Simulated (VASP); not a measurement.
# CuSbF6: single point with r2SCAN+rVV10

Crystal: CuSbF6.

```xyz
8
Lattice="3.4526 0.0000 0.0000 0.0000 3.4526 0.0000 0.0000 0.0000 6.5768" Properties=species:S:1:pos:R:3 pbc="T T T"
Cu    1.7263    1.7263    3.2884
F     1.7263    1.7263    0.0000
F     0.0000    0.0000    3.2884
F     0.0000    1.7263    1.4441
F     1.7263    0.0000    5.1327
F     1.7263    0.0000    1.4441
F     0.0000    1.7263    5.1327
Sb    0.0000    0.0000    0.0000
```

```json
{"Program": "VASP 6.6.1", "Task": "single point", "Functional": "r2SCAN", "Dispersion": "rVV10", "Potentials or basis": "VASP PAW PBE potentials, release 64 (Cu_sv_GW, F, Sb_d_GW)", "Cutoff": "900 eV", "k mesh": "6 × 6 × 4", "Occupations": "fermi-dirac, width 0.03 eV", "Spin": "no spin polarisation"}
```

* Pressure: 0.2 GPa
* Largest force: 0.061 eV/Å
* Band gap on the k mesh: zero (bands 38 and 39 overlap by 0.56 eV)

Forces on the atoms (eV/Å):
```
Cu   0.000  0.000  0.000
F    0.000  0.000  0.000
F    0.000  0.000  0.000
F    0.000  0.000  0.061
F    0.000  0.000 -0.061
F    0.000  0.000  0.061
F    0.000  0.000 -0.061
Sb   0.000  0.000  0.000
```

Stress tensor (GPa, compression positive):
```
0.26 0.00 0.00
0.00 0.26 0.00
0.00 0.00 0.14
```

Levels at points of the mesh, in eV from the Fermi level:
| k point | band 35 | band 36 | band 37 | band 38 | band 39 | band 40 | band 41 | band 42 |
| --- | --- | --- | --- | --- | --- | --- | --- | --- |
| (0.00, 0.00, 0.00) | -0.87 | -0.64 | -0.55 | -0.38 | -0.38 | 4.53 | 5.32 | 8.15 |
| (0.50, 0.00, 0.00) | -0.38 | -0.32 | -0.09 | 0.17 | 0.55 | 5.53 | 6.66 | 6.90 |
| (0.50, 0.50, 0.00) | -0.60 | -0.37 | -0.37 | -0.33 | -0.28 | 5.99 | 7.18 | 7.18 |
| (0.00, 0.00, 0.50) | -0.64 | -0.53 | -0.30 | -0.30 | -0.17 | 3.87 | 5.62 | 8.15 |
| (0.50, 0.00, 0.50) | -0.31 | -0.29 | -0.06 | 0.18 | 0.61 | 5.69 | 6.63 | 6.68 |
| (0.50, 0.50, 0.50) | -0.59 | -0.34 | -0.34 | -0.29 | 0.06 | 6.05 | 7.28 | 7.28 |

Run time: 32 min on 1 thread of Intel(R) Xeon(R) Platinum 8259CL CPU @ 2.50GHz (Skylake/Cascade Lake) (shared host), peak memory 0.79 GiB.

Caveat: the PAW data sets were made with another functional, which shifts forces and pressure a little; spin-orbit coupling is left out, which moves the levels of the heavy elements. With open d or f shells a metallic result of r2SCAN can be an artefact of self-interaction; +U or a hybrid may open a gap.
